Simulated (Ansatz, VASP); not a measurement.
**One calculation of AgCl, two programs**

INCAR

```
SYSTEM = AgCl
PREC = Accurate
ENCUT = 520
EDIFF = 1E-6
ISMEAR = 0
SIGMA = 0.05
LREAL = .False.
LASPH = .True.
NELM = 80
ALGO = Normal
ISIF = 2
LWAVE = .False.
LCHARG = .False.
GGA = PE
NBANDS = 16
```

Contents of KPOINTS:

```
Automatic mesh
0
Gamma
  8 8 8
  0 0 0
```

Contents of POSCAR:

```
AgCl
1.0
    0.0000000000      2.6899555000      2.7731500000
    2.7731500000      0.0000000000      2.7731500000
    2.7731500000      2.6899555000      0.0000000000
Ag Cl
1 1
Direct
    0.5000000000      0.5000000000      0.5000000000
    0.0000000000      0.0000000000      0.0000000000
```

Input for Ansatz:

```yaml
crystal:
  lattice:
    - [0.0, 2.6899555, 2.77315]
    - [2.77315, 0.0, 2.77315]
    - [2.77315, 2.6899555, 0.0]
  atoms:
    - { symbol: Ag, position: [0.5, 0.5, 0.5] }
    - { symbol: Cl, position: [0.0, 0.0, 0.0] }
basis:
  ecutwfc: 420
kpoints:
  mp_grid: { grid: [8, 8, 8] }
hamiltonian:
  xc: pbe
scf:
  occupations: { method: gaussian, width: 0.05 }
output:
  forces: true
  stress: true
  eigenvalues: true
```

Change from the starting cell: strain -0.0300 x Voigt [0, 1, 0, 0, 0, 0], atoms carried along.

Alike in both runs: task single point; functional PBE; k mesh 8 × 8 × 8; occupations gaussian, width 0.05 eV; no spin polarisation.

```csv
,VASP,Ansatz
version,VASP 6.6.1,Ansatz 0.2.0
potentials or method,"VASP PAW PBE potentials, release 64 (Ag, Cl), cutoff 520 eV","scalar-relativistic, plane waves, PAW"
valence electrons in the cell,18,26
```

|  | VASP | Ansatz | Ansatz less VASP |
| --- | --- | --- | --- |
| gap on the k mesh at the Fermi level (eV) | 0.81 | 0.82 | +0.003 |
| least direct gap on the mesh (eV) | 3.28 | 3.29 | +0.002 |
| pressure (GPa) | 3.2 | 3.4 | +0.15 |
| traceless stress, the component that is largest in VASP (GPa) | 0.71 | 0.73 | +0.019 |

With one functional, cell and mesh, what is left measures potentials, basis and numerics. VASP's potentials hold 18 valence electrons a cell and Ansatz's 26, so a difference there can come from the potentials and not from the codes.
